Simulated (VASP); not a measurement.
# Fe5Co (P4/mmm) in VASP: single point with PBE

Aim: the single point of Fe5Co with PBE.

Everything below comes from runs of VASP 6.6.1. Logs are shortened: lines on timing, memory, paths and dates and some standing lists are left out, and cuts for length are marked.

**1. The cell of the first run**

Symmetry: P4/mmm, No. 123, tetragonal system. The conventional cell has a = 2.842 Å, b = 2.842 Å, c = 8.564 Å, α = 90.00°, β = 90.00°, γ = 90.00°. Within 3.2 Å of Fe (site symmetry 4mm) lie 13 Fe at 2.46 to 2.84 Å and 1 Co at 2.86 Å. Within 3.2 Å of Fe (site symmetry 4/mmm) lie 14 Fe at 2.46 to 2.87 Å. Within 3.2 Å of Fe (site symmetry 4mm) lie 4 Co at 2.46 Å and 10 Fe at 2.48 to 2.87 Å. Within 3.2 Å of Co (site symmetry 4/mmm) lie 10 Fe at 2.46 to 2.86 Å and 4 Co at 2.84 Å.

**2. Single point, PBE, collinear spin, ferromagnetic start**

INCAR reads:

```
SYSTEM = Fe5Co
PREC = Accurate
ENCUT = 520
EDIFF = 1E-6
ISMEAR = 0
SIGMA = 0.1
LREAL = .FALSE.
LASPH = .TRUE.
NELM = 150
ALGO = Normal
ISIF = 2
LWAVE = .FALSE.
LCHARG = .FALSE.
ISPIN = 2
MAGMOM = 2.73 2.73 2.73 2.73 2.73 1.99
LORBIT = 11
LMAXMIX = 4
GGA = PE
NBANDS = 38
```

KPOINTS reads:

```
regular mesh
0
G
  6 6 2
  0 0 0
```

POSCAR reads:

```
Fe5Co
1.0
    2.8424291000      0.0000000000      0.0000000000
    0.0000000000      2.8424291000      0.0000000000
    0.0000000000      0.0000000000      8.5644352000
Fe Co
5 1
Direct
    0.0000000000      0.0000000000      0.8341460000
    0.5000000000      0.5000000000      0.0000000000
    0.0000000000      0.0000000000      0.1658540000
    0.5000000000      0.5000000000      0.3345780000
    0.5000000000      0.5000000000      0.6654220000
    0.0000000000      0.0000000000      0.5000000000
```

Potentials or basis: VASP PAW PBE potentials, release 64 (Fe, Co).

Started as:

```
> cat potpaw_PBE.64/Fe/POTCAR potpaw_PBE.64/Co/POTCAR > POTCAR
> mpirun -np 1 vasp_std > vasp.out
```

OUTCAR:

```text
SYSTEM = Fe5Co
   PREC = Accurate
   ENCUT = 520
   EDIFF = 1E-6
   ISMEAR = 0
   LREAL = .FALSE.
   LASPH = .TRUE.
   NELM = 150
   ISIF = 2
   ISPIN = 2
   LORBIT = 11
   GGA = PE

 ion  position               nearest neighbor table
   1  0.000  0.000  0.834-   2 2.46   2 2.46   2 2.46   2 2.46   5 2.48   5 2.48   5 2.48   5 2.48
                             3 2.84   6 2.86
   2  0.500  0.500  0.000-   1 2.46   3 2.46   1 2.46   3 2.46   1 2.46   3 2.46   1 2.46   3 2.46
                             4 2.87   5 2.87
   3  0.000  0.000  0.166-   2 2.46   2 2.46   2 2.46   2 2.46   4 2.48   4 2.48   4 2.48   4 2.48
                             1 2.84   6 2.86
   4  0.500  0.500  0.335-   6 2.46   6 2.46   6 2.46   6 2.46   3 2.48   3 2.48   3 2.48   3 2.48
                             5 2.83   2 2.87
   5  0.500  0.500  0.665-   6 2.46   6 2.46   6 2.46   6 2.46   1 2.48   1 2.48   1 2.48   1 2.48
                             4 2.83   2 2.87
   6  0.000  0.000  0.500-   4 2.46   5 2.46   4 2.46   5 2.46   4 2.46   5 2.46   4 2.46   5 2.46
                             1 2.86   3 2.86

  LATTYP: Found a simple tetragonal cell.
 ALAT       =     2.8424291000
 C/A-ratio  =     3.0130690683

  Lattice vectors:

 A1 = (   2.8424291000,   0.0000000000,   0.0000000000)
 A2 = (   0.0000000000,   2.8424291000,   0.0000000000)
 A3 = (   0.0000000000,   0.0000000000,   8.5644352000)

Analysis of symmetry for initial positions (statically):
=====================================================================
 Subroutine PRICEL returns:
 Original cell was already a primitive cell.

 Routine SETGRP: Setting up the symmetry group for a
 simple tetragonal supercell.

 Subroutine GETGRP returns: Found 16 space group operations
 (whereof 16 operations were pure point group operations)
 out of a pool of 16 trial point group operations.

The static configuration has the point symmetry D_4h.

Analysis of symmetry for dynamics (positions and initial velocities):
=====================================================================
 Subroutine PRICEL returns:
 Original cell was already a primitive cell.

 Routine SETGRP: Setting up the symmetry group for a
 simple tetragonal supercell.

 Subroutine GETGRP returns: Found 16 space group operations
 (whereof 16 operations were pure point group operations)
 out of a pool of 16 trial point group operations.

The dynamic configuration has the point symmetry D_4h.

Analysis of structural, dynamic, and magnetic symmetry:
=====================================================================
 Subroutine PRICEL returns:
 Original cell was already a primitive cell.

 Routine SETGRP: Setting up the symmetry group for a
 simple tetragonal supercell.

 Subroutine GETGRP returns: Found 16 space group operations
 (whereof 16 operations were pure point group operations)
 out of a pool of 16 trial point group operations.

The overall configuration has the point symmetry D_4h.

 Subroutine INISYM returns: Found 16 space group operations
 (whereof 16 operations are pure point group operations),
 and found     1 'primitive' translations

----------------------------------------------------------------------------------------

                                     Primitive cell

  volume of cell :      69.1955

  direct lattice vectors                    reciprocal lattice vectors
     2.842429100  0.000000000  0.000000000     0.351811766  0.000000000  0.000000000
     0.000000000  2.842429100  0.000000000     0.000000000  0.351811766  0.000000000
     0.000000000  0.000000000  8.564435200     0.000000000  0.000000000  0.116761932

  length of vectors
     2.842429100  2.842429100  8.564435200     0.351811766  0.351811766  0.116761932

  position of ions in fractional coordinates (direct lattice)
     0.000000000  0.000000000  0.834146000
     0.500000000  0.500000000  0.000000000
     0.000000000  0.000000000  0.165854000
     0.500000000  0.500000000  0.334578000
     0.500000000  0.500000000  0.665422000
     0.000000000  0.000000000  0.500000000

  ion indices of the primitive-cell ions
   primitive index   ion index
                 1           1
[... 38 lines left out ...]
  0.166667  0.166667  0.000000      4.000000
  0.333333  0.166667  0.000000      8.000000
[... 12 lines left out ...]
  0.500000  0.333333  0.500000      4.000000
  0.500000  0.500000  0.500000      1.000000
   k-points           NKPTS =     20   k-points in BZ     NKDIM =     20   number of bands    NBANDS=     38
   number of dos      NEDOS =    301   number of ions     NIONS =      6
   total plane-waves  NPLWV =  36864
   dimension x,y,z NGX =    24 NGY =   24 NGZ =   64
   dimension x,y,z NGXF=    48 NGYF=   48 NGZF=  128
   ions per type =               5   1
   NGX,Y,Z   is equivalent  to a cutoff of  14.04, 14.04, 12.42 a.u.
   NGXF,Y,Z  is equivalent  to a cutoff of  28.07, 28.07, 24.85 a.u.
 SYSTEM =  Fe5Co
   PREC   = accura    normal or accurate (medium, high low for compatibility)
   ISTART =      0    job   : 0-new  1-cont  2-samecut
   ICHARG =      2    charge: 1-file 2-atom 10-const
   ISPIN  =      2    spin polarized calculation?
   LNONCOLLINEAR =      F non collinear calculations
   LSORBIT =      F    spin-orbit coupling
   LASPH  =      T    aspherical Exc in radial PAW
   ENCUT  =  520.0 eV  38.22 Ry    6.18 a.u.   5.29  5.29 15.92*2*pi/ulx,y,z
   NELM   =    150;   NELMIN=  2; NELMDL= -5     # of ELM steps
   EDIFF  = 0.1E-05   stopping-criterion for ELM
   LREAL  =      F    real-space projection
   EDIFFG = 0.1E-04   stopping-criterion for IOM
   NSW    =      0    number of steps for IOM
   IBRION =     -1    ionic relax: 0-MD 1-quasi-New 2-CG
   NFREE  =      0    steps in history (QN), initial steepest desc. (CG)
   ISIF   =      2    stress and relaxation
   ISYM   =      2    0-nonsym 1-usesym 2-fastsym
   POTIM  = 0.5000    time-step for ionic-motion
   TEBEG  =    0.0;   TEEND  =   0.0 temperature during run
   PSTRESS=    0.0 pullay stress
   NELECT =      49.0000    total number of electrons
   NUPDOWN=      -1.0000    fix difference up-down
   EMIN   =  10.00;   EMAX   =-10.00  energy-range for DOS
   EFERMI =   0.00;   METHOD = LEGACY
   ISMEAR =     0;   SIGMA  =   0.10  broadening in eV -4-tet -1-fermi 0-gaus
   EFERMI_NEDOS =   21; number of points for ismear=-14 and -15
   IALGO  =     38    algorithm
   IMIX   =      4    mixing-type and parameters
     AMIX     =   0.40;   BMIX     =  1.00
     AMIX_MAG =   1.60;   BMIX_MAG =  1.00
  volume/ion in A,a.u.               =      11.53        77.83
  Fermi-wavevector in a.u.,A,eV,Ry     =   1.459198  2.757484 28.970320  2.129258
  Thomas-Fermi vector in A             =   2.575793
   LORBIT       =     11    0 simple, 1 ext, 2 COOP (PROOUT), +10 PAW based schemes
   GGA     = PE    functional components
   LHFCALC =     F    Hartree Fock is set to
   AEXX    =    0.0000 exact exchange contribution
   IVDW    =     0    specifies the selected vdW correction
   LEPSILON=     F    determine dielectric tensor
   LRPA    =     F    only Hartree local field effects (RPA)
 spin polarized calculation
 Gauss-broadening in eV      SIGMA  =   0.10
  energy-cutoff  :      520.00
  volume of cell :       69.20
 maximum number of plane-waves:      1888
 NGX is ok and might be reduce to    24
   NGX = 11   NGY = 11   NGZ = 31

 number of electron      49.0000008 magnetization      13.4638813

 Free energy of the ion-electron system (eV)
  ---------------------------------------------------
  ext. energy  EPLUGINS =         0.00000000
  ---------------------------------------------------
  free energy    TOTEN  =       -48.35891375 eV

  energy without entropy =      -48.33348704  energy(sigma->0) =      -48.34620040

 E-fermi :   6.5007     XC(G=0): -13.0253

 val. band max:        6.4899611712   @ k =   0.3333   0.3333   0.0000
 cond. band min:       6.5020653854   @ k =   0.5000   0.0000   0.0000
 fundamental gap:      0.0121042142
 Fermi energy:         6.5007208991

 spin component 1

 k-point     1 :       0.0000    0.0000    0.0000
  band No.  band energies     occupation
      1      -2.0926      1.00000
      2      -0.0505      1.00000
      3       0.0230      1.00000
      4       1.4987      1.00000
      5       1.5082      1.00000
      6       2.1293      1.00000
[... 769 lines left out ...]
     35      13.1931      0.00000
     36      13.2637      0.00000
 Fermi energy:         6.5007208991

 spin component 2

 k-point     1 :       0.0000    0.0000    0.0000
  band No.  band energies     occupation
      1      -1.9641      1.00000
      2       0.1115      1.00000
      3       0.2333      1.00000
      4       3.2853      1.00000
      5       3.3500      1.00000
      6       3.5538      1.00000
[... 769 lines left out ...]
     35      14.4859      0.00000
     36      14.4897      0.00000
 [bands above 36 left out]

------------------------ aborting loop because EDIFF is reached ----------------------------------------

  FORCE on cell =-STRESS in cart. coord.  units (eV):
  Direction    XX          YY          ZZ          XY          YZ          ZX
  --------------------------------------------------------------------------------------
  -------------------------------------------------------------------------------------
  Total       -0.6431457     -0.6431457     -0.7050323      0.0000000      0.0000000     -0.0000000
  in kB      -14.8916199    -14.8916199    -16.3245634      0.0000000      0.0000000     -0.0000000
  external PRESSURE =     -15.3692677 kB  Pullay stress =       0.0000000 kB

 VOLUME and BASIS-vectors are now :
 -----------------------------------------------------------------------------
  energy-cutoff  :      520.00
  volume of cell :       69.20
      direct lattice vectors                 reciprocal lattice vectors
     2.842429100  0.000000000  0.000000000     0.351811766  0.000000000  0.000000000
     0.000000000  2.842429100  0.000000000     0.000000000  0.351811766  0.000000000
     0.000000000  0.000000000  8.564435200     0.000000000  0.000000000  0.116761932

 POSITION                                       TOTAL-FORCE (eV/Angst)
 -----------------------------------------------------------------------------------
      0.00000      0.00000      7.14399         0.000000      0.000000     -0.056460
      1.42121      1.42121      0.00000         0.000000      0.000000     -0.000000
      0.00000      0.00000      1.42045         0.000000      0.000000      0.056460
      1.42121      1.42121      2.86547         0.000000      0.000000     -0.082150
      1.42121      1.42121      5.69896         0.000000      0.000000      0.082150
      0.00000      0.00000      4.28222         0.000000      0.000000     -0.000000
 -----------------------------------------------------------------------------------
    total drift:                                0.000000     -0.000000     -0.000000

  FREE ENERGIE OF THE ION-ELECTRON SYSTEM (eV)
  ---------------------------------------------------
  free  energy   TOTEN  =       -48.3589137488 eV

  energy  without entropy=      -48.3334870445  energy(sigma->0) =      -48.34620040

 total charge

# of ion       s       p       d       tot
------------------------------------------
    1        0.476   0.515   6.252   7.243
    2        0.478   0.522   6.248   7.249
    3        0.476   0.515   6.252   7.243
    4        0.475   0.517   6.199   7.191
    5        0.475   0.517   6.199   7.191
    6        0.487   0.507   7.242   8.236
--------------------------------------------------
tot          2.867   3.093  38.392  44.353

 magnetization (x)

# of ion       s       p       d       tot
------------------------------------------
    1       -0.017  -0.065   2.337   2.255
    2       -0.017  -0.066   2.288   2.205
    3       -0.017  -0.065   2.337   2.255
    4       -0.010  -0.059   2.614   2.545
    5       -0.010  -0.059   2.614   2.545
    6       -0.014  -0.064   1.791   1.712
--------------------------------------------------
tot         -0.085  -0.379  13.979  13.516
```

Wall time 5.1 min (1 thread of Intel Xeon 8259CL, shared host); peak memory 0.26 GiB.

Results:

```
Free energy                                           : -48.3589 eV
Pressure                                              : -1.5 GPa
Largest force                                         : 0.082 eV/Å
Net moment                                            : 13.46 μB per cell
Site moments                                          : Fe +2.25, +2.21, +2.54 (each value once); Co +1.71 μB
Valence electrons inside the program's atomic spheres : Fe 7.24, 7.25, 7.19 (each value once); Co 8.24
```

Forces in eV/Å, atoms in the order of the input:
```
Fe   0.000  0.000 -0.056
Fe   0.000  0.000  0.000
Fe   0.000  0.000  0.056
Fe   0.000  0.000 -0.082
Fe   0.000  0.000  0.082
Co   0.000  0.000  0.000
```

Caveat: the k points lie up to 0.37 Å⁻¹ apart.
